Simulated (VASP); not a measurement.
A run of VASP 6.6.1 is set up as follows.

POSCAR

```
LuB2Pd2
1.0
    0.0000000000      3.7601928100      0.0000000000
    3.7601928100      0.0000000000      0.0000000000
    1.8800964000      1.8800964000     -4.5289677300
Pd B Lu
2 2 1
Direct
    0.7500000000      0.2500000000      0.5000000000
    0.2500000000      0.7500000000      0.5000000000
    0.3750000000      0.3750000000      0.2500000000
    0.6250000000      0.6250000000      0.7500000000
    0.0000000000      0.0000000000      0.0000000000
```

The input INCAR.step1:

```
PREC = Accurate
ENCUT = 520
ISMEAR = -1
SIGMA = 0.0237
LREAL = F
LASPH = T
NELM = 100
NBANDS = 34
GGA = PE
ALGO = Normal
EDIFF = 1E-4
LWAVE = T
LCHARG = F
```

The input INCAR.step2:

```
PREC = Accurate
ENCUT = 520
EDIFF = 1E-6
ISMEAR = -1
SIGMA = 0.0237
LREAL = F
LASPH = T
NELM = 100
ALGO = Normal
ISIF = 2
LWAVE = F
LCHARG = F
METAGGA = R2SCAN
LMIXTAU = T
NBANDS = 34
ISTART = 1
```

File KPOINTS:

```
regular mesh
0
Gamma
  10 10 10
```

Potentials or basis: VASP PAW PBE potentials, release 64 (Pd, B, Lu).

Run with:

```console
$ cat potpaw_PBE.64/Pd/POTCAR potpaw_PBE.64/B/POTCAR potpaw_PBE.64/Lu/POTCAR > POTCAR
$ cp INCAR.step1 INCAR
$ mpirun -np 1 vasp_std > vasp.out
$ cp INCAR.step2 INCAR
$ mpirun -np 1 vasp_std > vasp.out
```

Task: Predict the band gap on the k mesh.

Result: Zero (an odd number of electrons rules out a gap without spin polarisation).

Task: Estimate the pressure.

Result: 9.4 GPa.

Task: What does it give for the largest force?

Result: 2.135 eV/Å.

Forces in eV/Å, atoms in the order of the input:
```
Pd   0.000  0.000  0.000
Pd   0.000  0.000  0.000
B    0.000  0.000  2.135
B    0.000  0.000 -2.135
Lu   0.000  0.000  0.000
```

Caveat: the cell stands under pressure; the PAW data sets were made with another functional, which shifts forces and pressure a little; spin-orbit coupling is left out, which moves the levels of the heavy elements.
